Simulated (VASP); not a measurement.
**CdS: single point with PBE**

CdS:

```xyz
2
Lattice="0.0000 2.9165 2.9165 2.9165 0.0000 2.9165 2.9165 2.9165 0.0000" Properties=species:S:1:pos:R:3 pbc="T T T"
Cd    0.0000    0.0000    0.0000
S     1.4583    1.4583    1.4583
```

```
Program                : VASP 6.6.1
Task                   : single point
Functional             : PBE
Potentials or basis    : VASP PAW PBE potentials, release 64 (Cd, S)
Cutoff                 : 500 eV
k mesh                 : 14 × 14 × 14
Occupations            : gaussian, width 0.02 eV
Spin                   : no spin polarisation
Dipole correction      : no
Further INCAR settings : ALGO = Normal; EDIFF = 1e-06; NBANDS = 16
```

| Property | Result |
| --- | --- |
| Pressure | 3.2 GPa |
| Band gap on the k mesh | 1.15 eV |

Levels at points of the mesh, in eV from the valence-band top:
| k point | band 7 | band 8 | band 9 | band 10 | band 11 | band 12 |
| --- | --- | --- | --- | --- | --- | --- |
| (0.00, 0.00, 0.00) | 0.00 | 0.00 | 0.00 | 1.15 | 6.55 | 6.55 |
| (0.50, 0.00, 0.00) | -4.40 | -0.75 | -0.75 | 3.02 | 7.01 | 7.01 |
| (0.50, 0.50, 0.00) | -3.95 | -1.88 | -1.88 | 3.55 | 4.35 | 9.23 |

Run time: 2.5 min on 1 thread of Intel Xeon 8259CL, with other jobs on the host, peak memory 0.22 GiB.

Caveat: the cell stands under pressure. PBE gaps usually lie below the measured ones, often by a third to a half.
